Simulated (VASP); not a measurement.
BaSr3, 4 atoms in the cell. It takes space group Fm-3m (No. 225, cubic). The conventional cell has a = 9.750 Å, b = 9.750 Å, c = 9.750 Å, α = 90.00°, β = 90.00°, γ = 90.00°. Ba (site symmetry m-3m) has 14 Sr at 4.22 to 4.88 Å within 5.5 Å. Within 5.5 Å of Sr (site symmetry -43m) lie 4 Ba at 4.22 Å and 10 Sr at 4.22 to 4.88 Å. Sr (site symmetry m-3m) has 8 Sr at 4.22 Å and 6 Ba at 4.88 Å within 5.5 Å. 

* Program: VASP 6.6.1
* Task: single point
* Functional: PBEsol
* Potentials or basis: VASP PAW PBE potentials, release 64 (Ba_sv, Sr_sv)
* Cutoff: 520 eV
* k mesh: 4 × 4 × 4
* Occupations: gaussian, width 0.1 eV
* Spin: no spin polarisation
* Dipole correction: no
* Further INCAR settings: ALGO = Normal; EDIFF = 1e-07; NBANDS = 28

Potentials or basis: VASP PAW PBE potentials, release 64 (Ba_sv, Sr_sv).

Launch:

```console
$ cat potpaw_PBE.64/Ba_sv/POTCAR potpaw_PBE.64/Sr_sv/POTCAR > POTCAR
$ mpirun -np 1 vasp_std > vasp.out
```

Hardware: 1 thread of Intel Xeon 6975P-C, on a shared host.

**Question.** Estimate the wall time of this run.

**Answer.** It took 84 s on 1 thread of Intel Xeon 6975P-C, on a shared host, peak memory 0.4 GiB. Counts: scf iterations 15, k points 8.
